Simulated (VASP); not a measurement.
# Tl (R-3m) in VASP: a series of runs

Tl is run at these levels: PBEsol; tasks: single point.

All numbers are computed with VASP 6.6.1; they aren't measurements. Logs are shortened: lines on timing, memory, paths and dates and some standing lists are left out, and cuts for length are marked.

## Step 1: The cell of the first run

Symmetry: R-3m, No. 166, trigonal system. Conventional cell: a = 4.811 Å, b = 4.811 Å, c = 11.784 Å, α = 90.00°, β = 90.00°, γ = 120.00°. Within 3.8 Å of Tl (site symmetry 3m) lie 4 Tl at 2.86 to 3.24 Å.

## Step 2: Single point, PBEsol (shortest bond scaled by 1.1)

File INCAR:

```
ALGO     = Normal         # electronic algorithm
EDIFF    = 1E-7           # SCF threshold, eV
ENCUT    = 520            # plane-wave cutoff, eV
GGA      = PS             # functional
ISIF     = 2              # what is computed and relaxed
ISMEAR   = -1             # smearing method
LASPH    = True           # aspherical terms in the spheres
LCHARG   = False          # write CHGCAR
LREAL    = False          # projectors in reciprocal space
LWAVE    = False          # write WAVECAR
NBANDS   = 20             # bands
NELM     = 80             # most SCF steps
PREC     = Accurate       # precision mode
SIGMA    = 0.05           # smearing width, eV
```

File KPOINTS:

```
k-points
0
Gamma
  8 8 8
```

File POSCAR:

```
Tl
1.0
    0.0000000000      3.4017220227      3.4017220227
    3.4017220227      0.0000000000      3.4017220227
    3.4017220227      3.4017220227      0.0000000000
Tl
2
Direct
   -0.0875000000     -0.1375000000     -0.1375000000
    0.0875000000      0.1375000000      0.1375000000
```

Potentials or basis: VASP PAW PBE potentials, release 64 (Tl_d).

On the command line:

```sh
$ cat potpaw_PBE.64/Tl_d/POTCAR > POTCAR
$ mpirun -np 1 vasp_std > vasp.out
```

OUTCAR:

```text
EDIFF = 1E-7
   ENCUT = 520
   GGA = PS
   ISIF = 2
   ISMEAR = -1
   LASPH = True
   LREAL = False
   NELM = 80
   PREC = Accurate

 ion  position               nearest neighbor table
   1  0.913  0.862  0.862-   2 2.86   2 2.86   2 2.86   2 3.24
   2  0.087  0.138  0.138-   1 2.86   1 2.86   1 2.86   1 3.24

  LATTYP: Found a face centered cubic cell.
 ALAT       =     6.8034440454

  Lattice vectors:

 A1 = (   0.0000000000,   3.4017220227,   3.4017220227)
 A2 = (   3.4017220227,   0.0000000000,   3.4017220227)
 A3 = (   3.4017220227,   3.4017220227,   0.0000000000)

Analysis of symmetry for initial positions (statically):
=====================================================================
 Subroutine PRICEL returns:
 Original cell was already a primitive cell.

 Routine SETGRP: Setting up the symmetry group for a
 face centered cubic supercell.

 Subroutine GETGRP returns: Found 12 space group operations
 (whereof  4 operations were pure point group operations)
 out of a pool of 48 trial point group operations.

The static configuration has the point symmetry C_2h.
 The point group associated with its full space group is D_3d.

Analysis of symmetry for dynamics (positions and initial velocities):
=====================================================================
 Subroutine PRICEL returns:
 Original cell was already a primitive cell.

 Routine SETGRP: Setting up the symmetry group for a
 face centered cubic supercell.

 Subroutine GETGRP returns: Found 12 space group operations
 (whereof  4 operations were pure point group operations)
 out of a pool of 48 trial point group operations.

The dynamic configuration has the point symmetry C_2h.
 The point group associated with its full space group is D_3d.

 Subroutine INISYM returns: Found 12 space group operations
 (whereof  4 operations are pure point group operations),
 and found     1 'primitive' translations

----------------------------------------------------------------------------------------

                                     Primitive cell

  volume of cell :      78.7275

  direct lattice vectors                    reciprocal lattice vectors
     0.000000000  3.401722023  3.401722023    -0.146984379  0.146984379  0.146984379
     3.401722023  0.000000000  3.401722023     0.146984379 -0.146984379  0.146984379
     3.401722023  3.401722023  0.000000000     0.146984379  0.146984379 -0.146984379

  length of vectors
     4.810761420  4.810761420  4.810761420     0.254584413  0.254584413  0.254584413

  position of ions in fractional coordinates (direct lattice)
     0.912500000  0.862500000  0.862500000
     0.087500000  0.137500000  0.137500000

  ion indices of the primitive-cell ions
   primitive index   ion index
                 1           1
                 2           2

----------------------------------------------------------------------------------------

 KPOINTS: k-points

Automatic generation of k-mesh.
 Grid dimensions read from file:
 generate k-points for:    8    8    8

 Generating k-lattice:

  Cartesian coordinates                     Fractional coordinates (reciprocal lattice)
    -0.018373047  0.018373047  0.018373047     0.125000000  0.000000000  0.000000000
     0.018373047 -0.018373047  0.018373047     0.000000000  0.125000000  0.000000000
     0.018373047  0.018373047 -0.018373047     0.000000000  0.000000000  0.125000000

  Length of vectors
     0.031823052  0.031823052  0.031823052

  Shift w.r.t. Gamma in fractional coordinates (k-lattice)
     0.000000000  0.000000000  0.000000000

 Subroutine IBZKPT returns following result:
 ===========================================

 Found     65 irreducible k-points:

 Following reciprocal coordinates:
            Coordinates               Weight
  0.000000  0.000000  0.000000      1.000000
  0.125000  0.000000  0.000000      2.000000
  0.000000  0.125000  0.000000      6.000000
  0.250000  0.000000  0.000000      2.000000
  0.000000  0.250000  0.000000      6.000000
  0.375000  0.000000  0.000000      2.000000
[... 16 lines left out ...]
 -0.250000  0.125000  0.000000      6.000000
  0.000000 -0.250000  0.125000     12.000000
 [... further k-points ...]
   k-points           NKPTS =     65   k-points in BZ     NKDIM =     65   number of bands    NBANDS=     20
   number of dos      NEDOS =    301   number of ions     NIONS =      2
   total plane-waves  NPLWV =  46656
   dimension x,y,z NGX =    36 NGY =   36 NGZ =   36
   dimension x,y,z NGXF=    72 NGYF=   72 NGZF=   72
   ions per type =               2
   NGX,Y,Z   is equivalent  to a cutoff of  12.44, 12.44, 12.44 a.u.
   NGXF,Y,Z  is equivalent  to a cutoff of  24.88, 24.88, 24.88 a.u.
 SYSTEM =  unknown system
   PREC   = accura    normal or accurate (medium, high low for compatibility)
   ISTART =      0    job   : 0-new  1-cont  2-samecut
   ICHARG =      2    charge: 1-file 2-atom 10-const
   ISPIN  =      1    spin polarized calculation?
   LNONCOLLINEAR =      F non collinear calculations
   LSORBIT =      F    spin-orbit coupling
   LASPH  =      T    aspherical Exc in radial PAW
   ENCUT  =  520.0 eV  38.22 Ry    6.18 a.u.   8.94  8.94  8.94*2*pi/ulx,y,z
   NELM   =     80;   NELMIN=  2; NELMDL= -5     # of ELM steps
   EDIFF  = 0.1E-06   stopping-criterion for ELM
   LREAL  =      F    real-space projection
   EDIFFG = 0.1E-05   stopping-criterion for IOM
   NSW    =      0    number of steps for IOM
   IBRION =     -1    ionic relax: 0-MD 1-quasi-New 2-CG
   NFREE  =      0    steps in history (QN), initial steepest desc. (CG)
   ISIF   =      2    stress and relaxation
   ISYM   =      2    0-nonsym 1-usesym 2-fastsym
   POTIM  = 0.5000    time-step for ionic-motion
   TEBEG  =    0.0;   TEEND  =   0.0 temperature during run
   PSTRESS=    0.0 pullay stress
   NELECT =      26.0000    total number of electrons
   NUPDOWN=      -1.0000    fix difference up-down
   EMIN   =  10.00;   EMAX   =-10.00  energy-range for DOS
   EFERMI =   0.00;   METHOD = LEGACY
   ISMEAR =    -1;   SIGMA  =   0.05  broadening in eV -4-tet -1-fermi 0-gaus
   EFERMI_NEDOS =   21; number of points for ismear=-14 and -15
   IALGO  =     38    algorithm
   IMIX   =      4    mixing-type and parameters
     AMIX     =   0.40;   BMIX     =  1.00
     AMIX_MAG =   1.60;   BMIX_MAG =  1.00
  volume/ion in A,a.u.               =      39.36       265.64
  Fermi-wavevector in a.u.,A,eV,Ry     =   1.131594  2.138402 17.422314  1.280504
  Thomas-Fermi vector in A             =   2.268293
   LORBIT       =      0    0 simple, 1 ext, 2 COOP (PROOUT), +10 PAW based schemes
   GGA     = PS    functional components
   LHFCALC =     F    Hartree Fock is set to
   AEXX    =    0.0000 exact exchange contribution
   IVDW    =     0    specifies the selected vdW correction
   LEPSILON=     F    determine dielectric tensor
   LRPA    =     F    only Hartree local field effects (RPA)
 non-spin polarized calculation
  energy-cutoff  :      520.00
  volume of cell :       78.73
 maximum number of plane-waves:      2148
   NGX = 17   NGY = 17   NGZ = 17

 number of electron      26.0000003 magnetization

 Free energy of the ion-electron system (eV)
  ---------------------------------------------------
  ext. energy  EPLUGINS =         0.00000000
  ---------------------------------------------------
  free energy    TOTEN  =        -4.29874581 eV

  energy without entropy =       -4.28624794  energy(sigma->0) =       -4.29249687

 E-fermi :   3.3915     XC(G=0):  -8.5849

 val. band max:        3.3901780099   @ k =   0.1250   0.0000  -0.3750
 cond. band min:       3.4302847910   @ k =   0.3750   0.3750   0.0000
 fundamental gap:      0.0401067811
 Fermi energy:         3.3915115309

 k-point     1 :       0.0000    0.0000    0.0000
  band No.  band energies     occupation
      1      -8.5503      2.00000
      2      -8.5503      2.00000
      3      -8.5088      2.00000
      4      -8.4272      2.00000
      5      -8.4272      2.00000
      6      -7.7680      2.00000
[... 12 lines left out ...]
     19       8.4911      0.00000
     20      12.0857      0.00000

 k-point     2 :       0.1250    0.0000    0.0000
  band No.  band energies     occupation
      1      -8.5542      2.00000
      2      -8.5542      2.00000
      3      -8.4897      2.00000
      4      -8.4128      2.00000
      5      -8.4128      2.00000
      6      -7.7811      2.00000
[... 12 lines left out ...]
     19       9.5978      0.00000
     20      11.6472      0.00000

 k-point     3 :       0.0000    0.1250    0.0000
  band No.  band energies     occupation
      1      -8.5999      2.00000
      2      -8.5849      2.00000
      3      -8.5242      2.00000
      4      -8.3797      2.00000
      5      -8.3734      2.00000
      6      -7.8013      2.00000
[... 12 lines left out ...]
     19       9.8638      0.00000
     20      11.6944      0.00000

 k-point     4 :       0.2500    0.0000    0.0000
  band No.  band energies     occupation
      1      -8.5579      2.00000
      2      -8.5579      2.00000
      3      -8.4339      2.00000
      4      -8.3841      2.00000
      5      -8.3841      2.00000
      6      -7.8991      2.00000
[... 12 lines left out ...]
     19       9.9772      0.00000
     20      11.9447      0.00000

 k-point     5 :       0.0000    0.2500    0.0000
  band No.  band energies     occupation
      1      -8.6627      2.00000
      2      -8.6334      2.00000
      3      -8.5499      2.00000
      4      -8.3328      2.00000
      5      -8.2901      2.00000
      6      -7.8643      2.00000
[... 12 lines left out ...]
     19      10.2586      0.00000
     20      11.6209      0.00000

 k-point     6 :       0.3750    0.0000    0.0000
  band No.  band energies     occupation
      1      -8.5566      2.00000
      2      -8.5566      2.00000
      3      -8.3614      2.00000
      4      -8.3614      2.00000
      5      -8.3472      2.00000
      6      -8.0414      2.00000
[... 12 lines left out ...]
     19      10.9871      0.00000
     20      12.8214      0.00000

 k-point     7 :       0.0000    0.3750    0.0000
  band No.  band energies     occupation
      1      -8.7004      2.00000
      2      -8.6679      2.00000
      3      -8.5685      2.00000
      4      -8.3243      2.00000
      5      -8.2312      2.00000
      6      -7.9052      2.00000
[... 12 lines left out ...]
     19      10.9662      0.00000
     20      12.3404      0.00000
[... 277 lines left out ...]
 k-point    20 :      -0.3750    0.1250    0.0000
  band No.  band energies     occupation
      1      -8.6058      2.00000
      2      -8.5937      2.00000
      3      -8.3361      2.00000
      4      -8.3200      2.00000
      5      -8.2971      2.00000
      6      -8.0718      2.00000
[... 12 lines left out ...]
     19      11.2571      0.00000
     20      12.5246      0.00000

 k-point    21 :       0.0000   -0.3750    0.1250
  band No.  band energies     occupation
      1      -8.7716      2.00000
      2      -8.6131      2.00000
      3      -8.5791      2.00000
      4      -8.3154      2.00000
      5      -8.1885      2.00000
      6      -7.9463      2.00000
[... 12 lines left out ...]
     19      11.2556      0.00000
     20      12.2047      0.00000

 k-point    22 :       0.1250    0.0000   -0.3750
  band No.  band energies     occupation
      1      -8.7041      2.00000
      2      -8.6782      2.00000
      3      -8.5333      2.00000
      4      -8.2992      2.00000
      5      -8.2292      2.00000
      6      -7.8956      2.00000
[... 12 lines left out ...]
     19      11.2048      0.00000
     20      12.0890      0.00000

 k-point    23 :      -0.2500    0.1250    0.0000
  band No.  band energies     occupation
      1      -8.6139      2.00000
      2      -8.5835      2.00000
      3      -8.4213      2.00000
      4      -8.3449      2.00000
      5      -8.3169      2.00000
      6      -7.9486      2.00000
[... 12 lines left out ...]
     19      11.0737      0.00000
     20      11.4677      0.00000

 k-point    24 :       0.0000   -0.2500    0.1250
  band No.  band energies     occupation
      1      -8.7291      2.00000
      2      -8.6137      2.00000
      3      -8.5773      2.00000
      4      -8.3210      2.00000
      5      -8.2234      2.00000
      6      -7.9301      2.00000
[... 12 lines left out ...]
     19      11.1674      0.00000
     20      11.4322      0.00000

 [... further k-points ...]
[... 5 lines left out ...]
  --------------------------------------------------------------------------------------
  -------------------------------------------------------------------------------------
  Total        0.6025489      0.6025489      0.6025489      0.8890897     -0.8890897      0.8890897
  in kB       12.2624271     12.2624271     12.2624271     18.0937956    -18.0937956     18.0937956
  external PRESSURE =      12.2624271 kB  Pullay stress =       0.0000000 kB

 VOLUME and BASIS-vectors are now :
 -----------------------------------------------------------------------------
  energy-cutoff  :      520.00
  volume of cell :       78.73
      direct lattice vectors                 reciprocal lattice vectors
     0.000000000  3.401722023  3.401722023    -0.146984379  0.146984379  0.146984379
     3.401722023  0.000000000  3.401722023     0.146984379 -0.146984379  0.146984379
     3.401722023  3.401722023  0.000000000     0.146984379  0.146984379 -0.146984379

 POSITION                                       TOTAL-FORCE (eV/Angst)
 -----------------------------------------------------------------------------------
      5.86797      6.03806      6.03806         0.196382     -0.196382     -0.196382
      0.93547      0.76539      0.76539        -0.196382      0.196382      0.196382
 -----------------------------------------------------------------------------------
    total drift:                                0.000000     -0.000000      0.000000

  FREE ENERGIE OF THE ION-ELECTRON SYSTEM (eV)
  ---------------------------------------------------
  free  energy   TOTEN  =        -4.2987458115 eV

  energy  without entropy=       -4.2862479385  energy(sigma->0) =       -4.29249687
```

Run time: 25 s. Hardware: 1 thread of Intel Xeon 6975P-C (Granite Rapids), shared host; peak memory 0.24 GiB.

Results:

```
Free energy            : -4.2987 eV
Pressure               : 1.2 GPa
Largest force          : 0.340 eV/Å
Band gap on the k mesh : zero (band 13 reaches 5.62 eV, above the bottom of band 14 at 2.59 eV)
```

Forces on the atoms (eV/Å):
```
Tl   0.196 -0.196 -0.196
Tl  -0.196  0.196  0.196
```

Levels at points of the mesh, in eV from the Fermi level:
```csv
k point,band 9,band 10,band 11,band 12,band 13,band 14,band 15,band 16,band 17,band 18
"(0.00, 0.00, 0.00)",-11.03,-11.03,-9.11,-0.45,2.23,2.23,3.39,3.40,4.69,4.69
"(0.50, 0.00, 0.00)",-11.09,-11.09,-7.73,-3.88,0.45,1.19,1.19,5.20,5.20,6.01
"(0.00, 0.50, 0.00)",-10.97,-10.88,-7.28,-5.07,0.74,1.29,1.62,4.64,5.98,6.21
"(0.50, 0.50, 0.00)",-10.89,-10.88,-6.30,-5.72,-0.46,-0.21,2.14,2.58,9.30,9.92
```

Caveat: the cell differs from its parent crystal (shortest bond scaled by 1.1); the PAW data sets were made with another functional, which shifts forces and pressure a little; spin-orbit coupling is left out, which moves the levels of the heavy elements.

## Step 3: Single point, PBEsol (shortest bond scaled by 0.7)

File INCAR:

```
ALGO     = Normal         # electronic algorithm
EDIFF    = 1E-6           # SCF threshold, eV
ENCUT    = 520            # plane-wave cutoff, eV
GGA      = PS             # functional
ISIF     = 2              # what is computed and relaxed
ISMEAR   = -1             # smearing method
LASPH    = T              # aspherical terms in the spheres
LCHARG   = F              # write CHGCAR
LREAL    = F              # projectors in reciprocal space
LWAVE    = F              # write WAVECAR
NBANDS   = 20             # bands
NELM     = 100            # most SCF steps
PREC     = Accurate       # precision mode
SIGMA    = 0.05           # smearing width, eV
```

KPOINTS is that of step 2.

File POSCAR:

```
Tl
1.0
    0.0000000000      3.4017220227      3.4017220227
    3.4017220227      0.0000000000      3.4017220227
    3.4017220227      3.4017220227      0.0000000000
Tl
2
Direct
   -0.2375000000     -0.0875000000     -0.0875000000
    0.2375000000      0.0875000000      0.0875000000
```

Potentials or basis: VASP PAW PBE potentials, release 64 (Tl_d).

On the command line:

```sh
$ cat potpaw_PBE.64/Tl_d/POTCAR > POTCAR
$ mpirun -np 1 vasp_std > vasp.out
```

Wall time 28 s (1 thread of Intel Xeon 6975P-C (Granite Rapids), shared host); peak memory 0.25 GiB.

The run converged. Its results:

```yaml
Free_energy: 0.6621 eV
Pressure: 25.9 GPa
Largest_force: 21.485 eV/Å
Band_gap_on_the_k_mesh: zero (band 13 reaches 5.66 eV, above the bottom of band 14 at 2.75 eV)
```

Forces on the atoms (eV/Å):
```
Tl  -12.404  12.404  12.404
Tl   12.404 -12.404 -12.404
```

Stress tensor (GPa, compression positive):
```
 25.85 -29.59 -29.59
-29.59  25.85  29.59
-29.59  29.59  25.85
```

Levels at points of the mesh, in eV from the Fermi level:
```tsv
k point	band 10	band 11	band 12	band 13	band 14	band 15	band 16	band 17
(0.00, 0.00, 0.00)	-10.60	-9.39	-0.14	0.92	2.65	2.65	4.14	4.14
(0.50, 0.00, 0.00)	-10.43	-7.70	-5.79	0.72	0.72	2.59	5.76	5.76
(0.00, 0.50, 0.00)	-10.50	-8.37	-3.81	0.44	0.70	2.86	2.87	5.98
(0.50, 0.50, 0.00)	-10.43	-7.80	-4.65	-0.47	0.27	1.01	3.04	8.70
```

Caveat: the cell differs from its parent crystal (shortest bond scaled by 0.7); the PAW data sets were made with another functional, which shifts forces and pressure a little; spin-orbit coupling is left out, which moves the levels of the heavy elements.

## Step 4: Single point, PBEsol (shortest bond scaled by 0.64)

File INCAR:

```
PREC = Accurate
ENCUT = 520
EDIFF = 1E-6
ISMEAR = -1
SIGMA = 0.05
LREAL = F
LASPH = T
NELM = 60
ALGO = Normal
ISIF = 2
LWAVE = F
LCHARG = F
GGA = PS
NBANDS = 20
```

File KPOINTS:

```
Automatic mesh
0
Gamma
  8 8 8
```

File POSCAR:

```
Tl
1.0
    0.0000000000      3.4017220227      3.4017220227
    3.4017220227      0.0000000000      3.4017220227
    3.4017220227      3.4017220227      0.0000000000
Tl
2
Direct
   -0.2600000000     -0.0800000000     -0.0800000000
    0.2600000000      0.0800000000      0.0800000000
```

On the command line:

```sh
$ cat potpaw_PBE.64/Tl_d/POTCAR > POTCAR
$ mpirun -np 1 vasp_std > vasp.out
```

It took 30 s on 1 thread of Intel Xeon 6975P-C (Granite Rapids), shared host; peak memory 0.25 GiB.

It converged, with:

```yaml
Free_energy: 6.0421 eV
Pressure: 48.1 GPa
Largest_force: 41.258 eV/Å
Band_gap_on_the_k_mesh: zero (band 13 reaches 5.47 eV, above the bottom of band 14 at 2.77 eV)
```

Forces in eV/Å, atoms in the order of the input:
```
Tl  -23.820  23.820  23.820
Tl   23.820 -23.820 -23.820
```

Stress tensor (GPa, compression positive):
```
 48.13 -52.08 -52.08
-52.08  48.13  52.08
-52.08  52.08  48.13
```

Levels at points of the mesh, in eV from the Fermi level:
```csv
k point,band 11,band 12,band 13,band 14,band 15,band 16
"(0.00, 0.00, 0.00)",-9.60,0.05,1.02,2.32,2.32,4.59
"(0.50, 0.00, 0.00)",-8.20,-5.35,0.63,0.63,2.87,5.92
"(0.00, 0.50, 0.00)",-8.69,-3.57,0.36,0.99,2.39,3.33
"(0.50, 0.50, 0.00)",-8.22,-4.29,-0.50,0.66,0.67,3.18
```

Caveat: the cell differs from its parent crystal (shortest bond scaled by 0.64); the PAW data sets were made with another functional, which shifts forces and pressure a little; spin-orbit coupling is left out, which moves the levels of the heavy elements.
